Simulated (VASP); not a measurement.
A run of VASP 6.6.1 is set up as follows.

Contents of INCAR:

```
ALGO = Normal
EDIFF = 1E-6
ENCUT = 520
GGA = RP
ISIF = 2
ISMEAR = -1
LASPH = T
LCHARG = F
LREAL = F
LWAVE = F
NBANDS = 13
NELM = 60
PREC = Accurate
SIGMA = 0.3
```

File KPOINTS:

```
k-points
0
Gamma
  12 12 12
```

POSCAR

```
Be3Si
1.0
   -1.7055660000      1.7055660000      3.4231330000
    1.7055660000     -1.7055660000      3.4231330000
    1.7055660000      1.7055660000     -3.4231330000
Be Si
3 1
Direct
    0.7500000000      0.2500000000      0.5000000000
    0.2500000000      0.7500000000      0.5000000000
    0.5000000000      0.5000000000      0.0000000000
    0.0000000000      0.0000000000      0.0000000000
```

Potentials or basis: VASP PAW PBE potentials, release 64 (Be, Si).

Command:

```bash
$ cat potpaw_PBE.64/Be/POTCAR potpaw_PBE.64/Si/POTCAR > POTCAR
$ mpirun -np 1 vasp_std > vasp.out
```

**Question.** Estimate the band gap on the k mesh.

**Answer.** Zero (band 5 reaches 11.43 eV, above the bottom of band 6 at 6.52 eV).

**Question.** What does it give for the pressure?

**Answer.** 1.3 GPa.

Stress tensor (GPa, compression positive):
```
1.36 0.00 0.00
0.00 1.36 0.00
0.00 0.00 1.25
```

Caveat: the PAW data sets were made with another functional, which shifts forces and pressure a little.
